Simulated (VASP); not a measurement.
# Pb (Fm-3m) in VASP: further runs

The runs below take Pb through single point, with PBE.

Program: VASP 6.6.1. These are calculated values, not measurements. Logs are shortened: lines on timing, memory, paths and dates and some standing lists are left out, and cuts for length are marked.

**1. The cell of the first run**

Symmetry: Fm-3m, No. 225, cubic system. The conventional cell has a = 5.035 Å, b = 5.035 Å, c = 5.035 Å, α = 90.00°, β = 90.00°, γ = 90.00°. Pb (site symmetry m-3m) has 12 Pb at 3.56 Å within 4.7 Å.

**2. Single point, PBE**

Input file INCAR:

```
  PREC = Accurate
  ENCUT = 520
  EDIFF = 1E-6
  ISMEAR = 0
  SIGMA = 0.01
  LREAL = False
  LASPH = True
  NELM = 80
  ALGO = Normal
  ISIF = 2
  LWAVE = False
  LCHARG = False
  GGA = PE
  NBANDS = 13
```

Input file KPOINTS:

```
Automatic mesh
0
Gamma
  11 11 11
```

Input file POSCAR:

```
Pb
1.0
    0.0000000000      2.5175937382      2.5175937382
    2.5175937382      0.0000000000      2.5175937382
    2.5175937382      2.5175937382      0.0000000000
Pb
1
Direct
    0.0000000000      0.0000000000      0.0000000000
```

Potentials or basis: VASP PAW PBE potentials, release 64 (Pb_d).

Run with:

```sh
cat potpaw_PBE.64/Pb_d/POTCAR > POTCAR
mpirun -np 1 vasp_std > vasp.out
```

OUTCAR:

```text
PREC = Accurate
   ENCUT = 520
   EDIFF = 1E-6
   ISMEAR = 0
   LREAL = False
   LASPH = True
   NELM = 80
   ISIF = 2
   GGA = PE

 ion  position               nearest neighbor table
   1  0.000  0.000  0.000-

  LATTYP: Found a face centered cubic cell.
 ALAT       =     5.0351874764

  Lattice vectors:

 A1 = (   0.0000000000,   2.5175937382,   2.5175937382)
 A2 = (   2.5175937382,   0.0000000000,   2.5175937382)
 A3 = (   2.5175937382,   2.5175937382,   0.0000000000)

Analysis of symmetry for initial positions (statically):
=====================================================================
 Subroutine PRICEL returns:
 Original cell was already a primitive cell.

 Routine SETGRP: Setting up the symmetry group for a
 face centered cubic supercell.

 Subroutine GETGRP returns: Found 48 space group operations
 (whereof 48 operations were pure point group operations)
 out of a pool of 48 trial point group operations.

The static configuration has the point symmetry O_h .

Analysis of symmetry for dynamics (positions and initial velocities):
=====================================================================
 Subroutine PRICEL returns:
 Original cell was already a primitive cell.

 Routine SETGRP: Setting up the symmetry group for a
 face centered cubic supercell.

 Subroutine GETGRP returns: Found 48 space group operations
 (whereof 48 operations were pure point group operations)
 out of a pool of 48 trial point group operations.

The dynamic configuration has the point symmetry O_h .

 Subroutine INISYM returns: Found 48 space group operations
 (whereof 48 operations are pure point group operations),
 and found     1 'primitive' translations

----------------------------------------------------------------------------------------

                                     Primitive cell

  volume of cell :      31.9144

  direct lattice vectors                    reciprocal lattice vectors
     0.000000000  2.517593738  2.517593738    -0.198602337  0.198602337  0.198602337
     2.517593738  0.000000000  2.517593738     0.198602337 -0.198602337  0.198602337
     2.517593738  2.517593738  0.000000000     0.198602337  0.198602337 -0.198602337

  length of vectors
     3.560415209  3.560415209  3.560415209     0.343989338  0.343989338  0.343989338

  position of ions in fractional coordinates (direct lattice)
     0.000000000  0.000000000  0.000000000

  ion indices of the primitive-cell ions
   primitive index   ion index
                 1           1

----------------------------------------------------------------------------------------

 KPOINTS: Automatic mesh

Automatic generation of k-mesh.
 Grid dimensions read from file:
 generate k-points for:   11   11   11

 Generating k-lattice:

  Cartesian coordinates                     Fractional coordinates (reciprocal lattice)
    -0.018054758  0.018054758  0.018054758     0.090909091  0.000000000  0.000000000
     0.018054758 -0.018054758  0.018054758     0.000000000  0.090909091  0.000000000
     0.018054758  0.018054758 -0.018054758     0.000000000  0.000000000  0.090909091

  Length of vectors
     0.031271758  0.031271758  0.031271758

  Shift w.r.t. Gamma in fractional coordinates (k-lattice)
     0.000000000  0.000000000  0.000000000

 Subroutine IBZKPT returns following result:
 ===========================================

 Found     56 irreducible k-points:

 Following reciprocal coordinates:
            Coordinates               Weight
  0.000000  0.000000  0.000000      1.000000
  0.090909  0.000000  0.000000      8.000000
  0.181818  0.000000  0.000000      8.000000
  0.272727  0.000000  0.000000      8.000000
  0.363636  0.000000  0.000000      8.000000
  0.454545  0.000000  0.000000      8.000000
[... 16 lines left out ...]
 -0.272727  0.181818  0.000000     24.000000
 -0.181818  0.181818  0.000000     12.000000
 [... further k-points ...]
   k-points           NKPTS =     56   k-points in BZ     NKDIM =     56   number of bands    NBANDS=     13
   number of dos      NEDOS =    301   number of ions     NIONS =      1
   total plane-waves  NPLWV =  21952
   dimension x,y,z NGX =    28 NGY =   28 NGZ =   28
   dimension x,y,z NGXF=    56 NGYF=   56 NGZF=   56
   ions per type =               1
   NGX,Y,Z   is equivalent  to a cutoff of  13.07, 13.07, 13.07 a.u.
   NGXF,Y,Z  is equivalent  to a cutoff of  26.15, 26.15, 26.15 a.u.
 SYSTEM =  unknown system
   PREC   = accura    normal or accurate (medium, high low for compatibility)
   ISTART =      0    job   : 0-new  1-cont  2-samecut
   ICHARG =      2    charge: 1-file 2-atom 10-const
   ISPIN  =      1    spin polarized calculation?
   LNONCOLLINEAR =      F non collinear calculations
   LSORBIT =      F    spin-orbit coupling
   LASPH  =      T    aspherical Exc in radial PAW
   ENCUT  =  520.0 eV  38.22 Ry    6.18 a.u.   6.62  6.62  6.62*2*pi/ulx,y,z
   NELM   =     80;   NELMIN=  2; NELMDL= -5     # of ELM steps
   EDIFF  = 0.1E-05   stopping-criterion for ELM
   LREAL  =      F    real-space projection
   EDIFFG = 0.1E-04   stopping-criterion for IOM
   NSW    =      0    number of steps for IOM
   IBRION =     -1    ionic relax: 0-MD 1-quasi-New 2-CG
   NFREE  =      0    steps in history (QN), initial steepest desc. (CG)
   ISIF   =      2    stress and relaxation
   ISYM   =      2    0-nonsym 1-usesym 2-fastsym
   POTIM  = 0.5000    time-step for ionic-motion
   TEBEG  =    0.0;   TEEND  =   0.0 temperature during run
   PSTRESS=    0.0 pullay stress
   NELECT =      14.0000    total number of electrons
   NUPDOWN=      -1.0000    fix difference up-down
   EMIN   =  10.00;   EMAX   =-10.00  energy-range for DOS
   EFERMI =   0.00;   METHOD = LEGACY
   ISMEAR =     0;   SIGMA  =   0.01  broadening in eV -4-tet -1-fermi 0-gaus
   EFERMI_NEDOS =   21; number of points for ismear=-14 and -15
   IALGO  =     38    algorithm
   IMIX   =      4    mixing-type and parameters
     AMIX     =   0.40;   BMIX     =  1.00
     AMIX_MAG =   1.60;   BMIX_MAG =  1.00
  volume/ion in A,a.u.               =      31.91       215.37
  Fermi-wavevector in a.u.,A,eV,Ry     =   1.243909  2.350647 21.052417  1.547309
  Thomas-Fermi vector in A             =   2.378199
   LORBIT       =      0    0 simple, 1 ext, 2 COOP (PROOUT), +10 PAW based schemes
   GGA     = PE    functional components
   LHFCALC =     F    Hartree Fock is set to
   AEXX    =    0.0000 exact exchange contribution
   IVDW    =     0    specifies the selected vdW correction
   LEPSILON=     F    determine dielectric tensor
   LRPA    =     F    only Hartree local field effects (RPA)
 non-spin polarized calculation
 Gauss-broadening in eV      SIGMA  =   0.01
  energy-cutoff  :      520.00
  volume of cell :       31.91
 maximum number of plane-waves:       881
   NGX = 13   NGY = 13   NGZ = 13

 number of electron      14.0000003 magnetization

 Free energy of the ion-electron system (eV)
  ---------------------------------------------------
  ext. energy  EPLUGINS =         0.00000000
  ---------------------------------------------------
  free energy    TOTEN  =        -3.56583854 eV

  energy without entropy =       -3.56576539  energy(sigma->0) =       -3.56580196

 E-fermi :   6.6873     XC(G=0):  -9.9424

 val. band max:        6.6815969108   @ k =   0.3636   0.2727   0.0000
 cond. band min:       6.7730329301   @ k =   0.2727   0.0000   0.0000
 fundamental gap:      0.0914360193
 Fermi energy:         6.6873401580

 k-point     1 :       0.0000    0.0000    0.0000
  band No.  band energies     occupation
      1     -10.3221      2.00000
      2     -10.3221      2.00000
      3     -10.3221      2.00000
      4     -10.2032      2.00000
      5     -10.2032      2.00000
      6      -4.6971      2.00000
      7      13.7402      0.00000
      8      13.7402      0.00000
      9      13.7402      0.00000
     10      16.4485      0.00000
     11      17.4153      0.00000
     12      18.8359      0.00000
     13      18.8359      0.00000

 k-point     2 :       0.0909    0.0000    0.0000
  band No.  band energies     occupation
      1     -10.3221      2.00000
      2     -10.3122      2.00000
      3     -10.3122      2.00000
      4     -10.2036      2.00000
      5     -10.2036      2.00000
      6      -4.5464      2.00000
      7      12.0690      0.00000
      8      13.5565      0.00000
      9      13.5565      0.00000
     10      16.0695      0.00000
     11      18.2344      0.00000
     12      19.1643      0.00000
     13      19.1643      0.00000

 k-point     3 :       0.1818    0.0000    0.0000
  band No.  band energies     occupation
      1     -10.3233      2.00000
      2     -10.2946      2.00000
      3     -10.2946      2.00000
      4     -10.1951      2.00000
      5     -10.1951      2.00000
      6      -4.0959      2.00000
      7       9.3672      0.00000
      8      13.1271      0.00000
      9      13.1271      0.00000
     10      15.6615      0.00000
     11      18.9010      0.00000
     12      19.3731      0.00000
     13      19.3737      0.00000
[... 305 lines left out ...]
 k-point    23 :      -0.2727    0.1818    0.0000
  band No.  band energies     occupation
      1     -10.3106      2.00000
      2     -10.2969      2.00000
      3     -10.2452      2.00000
      4     -10.1798      2.00000
      5     -10.1297      2.00000
      6      -2.2567      2.00000
      7       5.6318      2.00000
      8       8.3771      0.00000
      9      12.3078      0.00000
     10      15.2555      0.00000
     11      18.0998      0.00000
     12      18.9620      0.00000
     13      20.4214      0.00000

 k-point    24 :      -0.1818    0.1818    0.0000
  band No.  band energies     occupation
      1     -10.3147      2.00000
      2     -10.2926      2.00000
      3     -10.2401      2.00000
      4     -10.2272      2.00000
      5     -10.1411      2.00000
      6      -3.1185      2.00000
      7       7.4162      0.00000
      8       9.1367      0.00000
      9      13.1552      0.00000
     10      16.2482      0.00000
     11      17.6023      0.00000
     12      18.7795      0.00000
     13      19.1801      0.00000

 [... further k-points ...]

------------------------ aborting loop because EDIFF is reached ----------------------------------------

  FORCE on cell =-STRESS in cart. coord.  units (eV):
  Direction    XX          YY          ZZ          XY          YZ          ZX
  --------------------------------------------------------------------------------------
  -------------------------------------------------------------------------------------
  Total       -0.0348503     -0.0348503     -0.0348503      0.0000000     -0.0000000      0.0000000
  in kB       -1.7495660     -1.7495660     -1.7495660      0.0000000     -0.0000000      0.0000000
  external PRESSURE =      -1.7495660 kB  Pullay stress =       0.0000000 kB

 VOLUME and BASIS-vectors are now :
 -----------------------------------------------------------------------------
  energy-cutoff  :      520.00
  volume of cell :       31.91
      direct lattice vectors                 reciprocal lattice vectors
     0.000000000  2.517593738  2.517593738    -0.198602337  0.198602337  0.198602337
     2.517593738  0.000000000  2.517593738     0.198602337 -0.198602337  0.198602337
     2.517593738  2.517593738  0.000000000     0.198602337  0.198602337 -0.198602337

 POSITION                                       TOTAL-FORCE (eV/Angst)
 -----------------------------------------------------------------------------------
      0.00000      0.00000      0.00000        -0.000000      0.000000      0.000000
 -----------------------------------------------------------------------------------
    total drift:                               -0.000000     -0.000000     -0.000000

  FREE ENERGIE OF THE ION-ELECTRON SYSTEM (eV)
  ---------------------------------------------------
  free  energy   TOTEN  =        -3.5658385360 eV

  energy  without entropy=       -3.5657653873  energy(sigma->0) =       -3.56580196
```

It took 17 s on 1 thread of AMD EPYC 9R45 (Zen 5), shared host; peak memory 0.12 GiB.

Results:

```yaml
Free_energy: -3.5658 eV
Pressure: -0.2 GPa
Band_gap_on_the_k_mesh: zero (band 7 reaches 13.74 eV, above the bottom of band 8 at 5.37 eV)
```

Levels at points of the mesh, in eV from the Fermi level:
| k point | band 3 | band 4 | band 5 | band 6 | band 7 | band 8 | band 9 | band 10 | band 11 | band 12 |
| --- | --- | --- | --- | --- | --- | --- | --- | --- | --- | --- |
| (0.00, 0.00, 0.00) | -17.01 | -16.89 | -16.89 | -11.38 | 7.05 | 7.05 | 7.05 | 9.76 | 10.73 | 12.15 |

Caveat: spin-orbit coupling is left out, which moves the levels of the heavy elements.

(Part 1 of 2 ends here.)
